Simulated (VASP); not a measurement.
Crystal: Al.

```
Al
1.0
     2.86000    0.00000    0.00000
    -1.43000    2.47683    0.00000
     0.00000    0.00000    4.67038
Al
2
Direct
  0.33333 0.66667 0.25000
  0.66667 0.33333 0.75000
```

This isn't the form of Al at room conditions, which is fcc.

- Program: VASP 6.6.1
- Task: relaxation of cell and atoms
- Functional: r2SCAN
- Potentials or basis: VASP PAW PBE potentials, release 64 (Al)
- Cutoff: 600 eV
- k mesh: 19 × 19 × 10
- Occupations: gaussian, width 0.05 eV
- Spin: no spin polarisation

At the start: pressure -3.0 GPa; volume 16.54 Å³/atom.

How do energy, volume and symmetry change on relaxing?

Over 3 steps the energy falls by 6.1 meV/atom and the volume is 15.93 Å³/atom (-3.7 %); space group P6_3/mmc (No. 194, to 0.1 Å) before and after.

The path:
| step | energy change (eV) | largest force (eV/Å) | pressure (GPa) | volume (Å³) |
| --- | --- | --- | --- | --- |
| 1 | 0.0000 | 0.0000 | -3.04 | 33.08 |
| 2 | -0.0116 | 0.0000 | 0.78 | 31.60 |
| 3 | -0.0122 | 0.0000 | 0.02 | 31.86 |

Final structure:
```xyz
2
Lattice="2.8231 0.0000 0.0000 -1.4115 2.4448 0.0000 0.0000 0.0000 4.6163" Properties=species:S:1:pos:R:3 pbc="T T T"
Al    0.0000    1.6299    1.1541
Al    1.4115    0.8149    3.4622
```

Caveat: the PAW data sets were made with another functional, which shifts forces and pressure a little.
